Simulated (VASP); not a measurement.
A run of VASP 6.6.1 is set up as follows.

INCAR

```
SYSTEM = B
PREC = Accurate
ENCUT = 520
EDIFF = 1E-6
ISMEAR = 0
SIGMA = 0.1
LREAL = .FALSE.
LASPH = .TRUE.
NELM = 80
ALGO = Normal
ISIF = 2
LWAVE = .FALSE.
LCHARG = .FALSE.
GGA = PE
NBANDS = 12
```

Contents of KPOINTS:

```
Automatic mesh
0
G
  18 18 24
  0 0 0
```

File POSCAR:

```
B
1.0
    4.0420087259     -1.4061517824      0.1419409362
    4.0420087259      1.4061517824      0.1419409362
   -0.0661322284      0.0000000000      1.8832272873
B
3
Direct
    0.1833403806      0.1833403806      0.5000000000
    0.8166596194      0.8166596194      0.5000000000
    0.0000000000      0.0000000000      0.0000000000
```

Potentials or basis: VASP PAW PBE potentials, release 64 (B).

Launch:

```console
$ cat potpaw_PBE.64/B/POTCAR > POTCAR
$ mpirun -np 1 vasp_std > vasp.out
```

**Question.** Predict the band gap on the k mesh.

**Answer.** Zero (an odd number of electrons rules out a gap without spin polarisation).

**Question.** Estimate the pressure.

**Answer.** 0.0 GPa.

Stress tensor (GPa, compression positive):
```
 0.11  0.00  0.01
 0.00 -0.02  0.00
 0.01  0.00 -0.10
```

Caveat: an odd number of electrons without spin polarisation forces a metal; a magnetic or distorted state may lie lower.
